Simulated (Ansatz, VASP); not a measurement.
## One calculation of Au, two programs

```
CELL_PARAMETERS angstrom
0.00000 2.00013 2.00013
2.00013 0.00000 2.00013
2.00013 2.00013 0.00000
ATOMIC_POSITIONS crystal
Au 0.00000 0.00000 0.00000
```

Change from the starting cell: volume scaled by 0.94, LAPW.

Alike in both runs: task single point; functional PBEsol; k mesh 18 × 18 × 18; occupations fermi-dirac, width 0.08 eV; no spin polarisation.

|  | VASP | Ansatz |
| --- | --- | --- |
| version | VASP 6.6.1 | Ansatz 0.2.0 |
| potentials or method | VASP PAW PBE potentials, release 64 (Au), cutoff 520 eV | all-electron LAPW, scalar-relativistic |

Ansatz gave:

| Item | Value |
| --- | --- |
| pressure (GPa) | 12.9 |

Question: Estimate VASP's values.

Answer: Pressure (GPa): 12.5.

VASP's potentials were made for PBE, not for PBEsol. Ansatz ran all-electron here, and VASP with PAW potentials.

Spin-orbit coupling is off throughout.
